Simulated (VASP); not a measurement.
Crystal: Pd.

```
Pd
1.0
     0.00000    1.94650    1.94650
     1.94650    0.00000    1.94650
     1.94650    1.94650    0.00000
Pd
1
Direct
  0.00000 0.00000 0.00000
```

Base run:

| Property | Result |
| --- | --- |
| Program | VASP 6.6.1 |
| Functional | PBE exchange alone |
| Potentials or basis | VASP PAW PBE potentials, release 64 (Pd) |
| Cutoff | 520 eV |
| k mesh | 12 × 12 × 12 |
| Occupations | fermi-dirac, width 0.05 eV |
| Spin | no spin polarisation |

Its results: band gap on the k mesh zero (bands 5 and 6 overlap by 1.61 eV); pressure 32.9 GPa.

Question: The run is repeated on the same cell with these changes: functional from PBE exchange alone to r2SCAN. What comes out?

Answer: Band gap on the k mesh zero (bands 5 and 6 overlap by 1.68 eV); pressure 2.8 GPa.

Caveats: the cell stands under pressure (at least some runs); the PAW data sets were made with another functional, which shifts forces and pressure a little (at least some runs).
